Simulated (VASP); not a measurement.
Wanted: the native input for a VASP 6.6.1 run.

- Task: single point
- Functional: r2SCAN
- Potentials or basis: VASP PAW PBE potentials, release 64 (Ti_sv)
- Cutoff: 520 eV
- k mesh: 22 × 22 × 22
- Occupations: gaussian, width 0.15 eV
- Spin: no spin polarisation
- Dipole correction: no
- Further INCAR settings: ALGO = Normal; EDIFF = 1e-06; NBANDS = 12

Ti:

```
Ti
1.0
     0.00000    2.03000    2.03000
     2.03000    0.00000    2.03000
     2.03000    2.03000    0.00000
Ti
1
Direct
  0.00000 0.00000 0.00000
```

This isn't the form of Ti at room conditions, which is hcp.

One way to write it, as run:

POSCAR

```
Ti
1.0
    0.0000000000      2.0300000000      2.0300000000
    2.0300000000      0.0000000000      2.0300000000
    2.0300000000      2.0300000000      0.0000000000
Ti
1
Direct
    0.0000000000      0.0000000000      0.0000000000
```

INCAR.step1

```
SYSTEM = Ti
  ALGO = Normal
  EDIFF = 1E-4
  ENCUT = 520
  GGA = PE
  ISMEAR = 0
  LASPH = .True.
  LCHARG = .False.
  LREAL = .False.
  LWAVE = .True.
  NBANDS = 12
  NELM = 60
  PREC = Accurate
  SIGMA = 0.15
```

INCAR.step2

```
SYSTEM = Ti
  ALGO = Normal
  EDIFF = 1E-6
  ENCUT = 520
  ISIF = 2
  ISMEAR = 0
  ISTART = 1
  LASPH = .True.
  LCHARG = .True.
  LELF = .True.
  LMIXTAU = .True.
  LREAL = .False.
  LVHAR = .True.
  LWAVE = .False.
  METAGGA = R2SCAN
  NBANDS = 12
  NELM = 60
  PREC = Accurate
  SIGMA = 0.15
```

KPOINTS

```
k-points
0
Gamma
  22 22 22
  0 0 0
```

Potentials or basis: VASP PAW PBE potentials, release 64 (Ti_sv).

The run is started by

```bash
$ cat potpaw_PBE.64/Ti_sv/POTCAR > POTCAR
$ cp INCAR.step1 INCAR
$ mpirun -np 1 vasp_std > vasp.out
$ cp INCAR.step2 INCAR
$ mpirun -np 1 vasp_std > vasp.out
```

It gave:

- Pressure: 4.9 GPa
- Band gap on the k mesh: zero (bands 6 and 7 overlap by 1.55 eV)

Caveat: the cell stands under pressure; the PAW data sets were made with another functional, which shifts forces and pressure a little.

It took 4.1 min on 1 thread of Intel(R) Xeon(R) Platinum 8259CL CPU @ 2.50GHz (Skylake/Cascade Lake), on a shared host, peak memory 0.19 GiB.
